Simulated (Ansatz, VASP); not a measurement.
HfC in VASP and in Ansatz

```
Hf C
1.0
     3.28910    0.00000    0.00000
     0.00000    3.28910    0.00000
     0.00000    0.00000   24.30299
Hf C
5 5
Cartesian
  0.0000 0.0000 7.5000
  1.6446 1.6446 9.8257
  0.0000 0.0000 12.1515
  1.6446 1.6446 14.4772
  0.0000 0.0000 16.8030
  1.6446 1.6446 7.5000
  0.0000 0.0000 9.8257
  1.6446 1.6446 12.1515
  0.0000 0.0000 14.4772
  1.6446 1.6446 16.8030
```

Alike in both runs: task single point; functional PBE; k mesh 11 × 11 × 1; occupations gaussian, width 0.1 eV; no spin polarisation.

|  | VASP | Ansatz |
| --- | --- | --- |
| version | VASP 6.6.1 | Ansatz 0.2.0 |
| potentials or method | VASP PAW PBE potentials, release 64 (Hf_pv, C), cutoff 520 eV | scalar-relativistic, plane waves, PAW |
| valence electrons in the cell | 70 | 150 |

VASP gave:

| Quantity | Value |
| --- | --- |
| gap on the k mesh at the Fermi level (eV) | none |
| rms of the force components (eV/Å) | 0.427 |

**Question.** Estimate Ansatz's values.

**Answer.** gap on the k mesh at the Fermi level (eV): none; rms of the force components (eV/Å): 0.420.

A gap of «none» marks a metal or a gap that the smearing closes. VASP's potentials hold 70 valence electrons a cell and Ansatz's 150, so a difference there can come from the potentials and not from the codes. Ansatz's warnings: xc potential rough in thin density.

Neither program's run includes spin-orbit coupling.
